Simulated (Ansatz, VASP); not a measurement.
# BN in VASP and in Ansatz

```
B N
1.0
     2.55457    0.00000    0.00000
    -1.27728    2.21232    0.00000
     0.00000    0.00000    4.22464
B N
2 2
Direct
  0.33333 0.66667 0.00069
  0.66667 0.33333 0.50069
  0.33333 0.66667 0.37531
  0.66667 0.33333 0.87531
```

Alike in both runs: functional PBE; k mesh 12 × 12 × 6; occupations fermi-dirac, width 0.05 eV; no spin polarisation.

Ansatz relaxed the structure, and its values are those at the end. VASP's run is a single point on that final structure, the one shown.

|  | VASP | Ansatz |
| --- | --- | --- |
| version | VASP 6.6.1 | Ansatz 0.2.0 |
| potentials or method | VASP PAW PBE potentials, release 64 (B, N) | PAW with Ansatz's default frozen-core files, scalar-relativistic |
| plane-wave cutoff (eV) | 520 | 420 |
| valence electrons in the cell | 16 | 16 |

VASP gave:

- gap on the k mesh at the Fermi level (eV): 5.21
- pressure (GPa): 0.2

Question: What did Ansatz give for the same quantities?

Answer: gap on the k mesh at the Fermi level (eV): 5.23; pressure (GPa): 0.0.
